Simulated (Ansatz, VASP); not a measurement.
# Two plane-wave programs on MnS

The input POSCAR:

```
MnS
1.0
    3.0990400000      0.0000000000      0.0000000000
    0.0000000000      3.0990400000      0.0000000000
    0.0000000000      0.0000000000      3.0990400000
Mn S
1 1
Direct
    0.5216821212      0.5012079223      0.4747433257
    0.0304507923      0.0222666215     -0.0337520320
```

INCAR.step1

```
SYSTEM = MnS
PREC = Accurate
ENCUT = 520
ISMEAR = -1
SIGMA = 0.01
LREAL = .FALSE.
LASPH = .TRUE.
NELM = 150
ISPIN = 2
MAGMOM = 5.2 0
LMAXMIX = 4
NBANDS = 20
GGA = PE
ALGO = Normal
EDIFF = 1E-4
LWAVE = .TRUE.
LCHARG = .FALSE.
```

File INCAR.step2:

```
SYSTEM = MnS
PREC = Accurate
ENCUT = 520
EDIFF = 1E-7
ISMEAR = -1
SIGMA = 0.01
LREAL = .FALSE.
LASPH = .TRUE.
NELM = 150
ALGO = Normal
ISIF = 2
LWAVE = .FALSE.
LCHARG = .FALSE.
ISPIN = 2
MAGMOM = 5.2 0
LORBIT = 11
LMAXMIX = 4
METAGGA = R2SCAN
LMIXTAU = .TRUE.
NBANDS = 20
ISTART = 1
```

KPOINTS

```
Automatic mesh
0
G
  5 5 5
  0 0 0
```

Input for Ansatz:

```yaml
crystal:
  lattice:
    - [3.09904, 0.0, 0.0]
    - [0.0, 3.09904, 0.0]
    - [0.0, 0.0, 3.09904]
  atoms:
    - { symbol: Mn, position: [0.5216821211690881, 0.5012079223398299, 0.4747433257217216], spin: 5.2 }
    - { symbol: S, position: [0.030450792317810012, 0.022266621488254562, -0.03375203202864685], spin: 0.0 }
kpoints:
  mp_grid:
    grid: [5, 5, 5]
hamiltonian:
  xc: r2scan
  pseudopotentials:
    kind: nc
magnetization:
  spin_polarized: true
scf:
  convergence:
    dr2_threshold: 1.0e-07
  occupations:
    method: fermi_dirac
    width: 0.01
  initial_density:
    normalization: cell
output:
  forces: true
```

Alike in both runs: task single point; functional r2SCAN; k mesh 5 × 5 × 5; occupations fermi-dirac, width 0.01 eV; collinear spin.

|  | VASP | Ansatz |
| --- | --- | --- |
| version | VASP 6.6.1 | Ansatz 0.2.0 |
| potentials or method | VASP PAW PBE potentials, release 64 (Mn_pv, S) | plane waves |
| plane-wave cutoff (eV) | 520 | 1306 |
| valence electrons in the cell | 19 | 21 |

```csv
,VASP,Ansatz,Ansatz less VASP
rms of the force components (eV/Å),0.056,0.053,-0.0026
net moment per atom (μB),2.21,2.21,0.000
size of the moment on the site where the two differ most (μB),4.18,4.16,-0.025
```

VASP's potentials were made for PBE, not for r2SCAN. Site moments also hang on the region over which each program counts them. Atom by atom the forces differ by 0.003 eV/Å (rms over components). With one functional, cell and mesh, what is left measures potentials, basis and numerics. VASP's potentials hold 19 valence electrons a cell and Ansatz's 21, so a difference there can come from the potentials and not from the codes. Ansatz's warnings: stability check not made.

The k mesh is coarse, so the values compare programs but aren't converged.
